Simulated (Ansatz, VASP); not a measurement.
**Two plane-wave programs on MgO**

```
CELL_PARAMETERS angstrom
3.48638 0.00000 0.00000
-1.74319 3.01929 0.00000
0.00000 0.00000 4.17804
ATOMIC_POSITIONS crystal
Mg 0.66667 0.33333 0.75000
Mg 0.33333 0.66667 0.25000
O 0.66667 0.33333 0.25000
O 0.33333 0.66667 0.75000
```

Alike in both runs: task single point; functional LDA; k mesh 6 × 6 × 4; occupations gaussian, width 0.1 eV; no spin polarisation.

```csv
,VASP,Ansatz
version,VASP 6.6.1,Ansatz 0.2.0
potentials or method,"VASP PAW LDA potentials, release 64 (Mg, O), cutoff 600 eV","scalar-relativistic, plane waves, PAW"
valence electrons in the cell,16,32
```

|  | VASP | Ansatz | Ansatz less VASP |
| --- | --- | --- | --- |
| gap on the k mesh at the Fermi level (eV) | 3.33 | 3.34 | +0.009 |
| least direct gap on the mesh (eV) | 3.33 | 3.34 | +0.009 |
| pressure (GPa) | -6.0 | -3.9 | +2.07 |
| traceless stress, the component that is largest in VASP (GPa) | -0.03 | -0.11 | -0.077 |

Ansatz warns that its potentials were made for another functional, while VASP's fit it. LDA's correlation is that of Perdew and Zunger in VASP and of Perdew and Wang (1992) in Ansatz. VASP's potentials hold 16 valence electrons a cell and Ansatz's 32, so a difference there can come from the potentials and not from the codes.
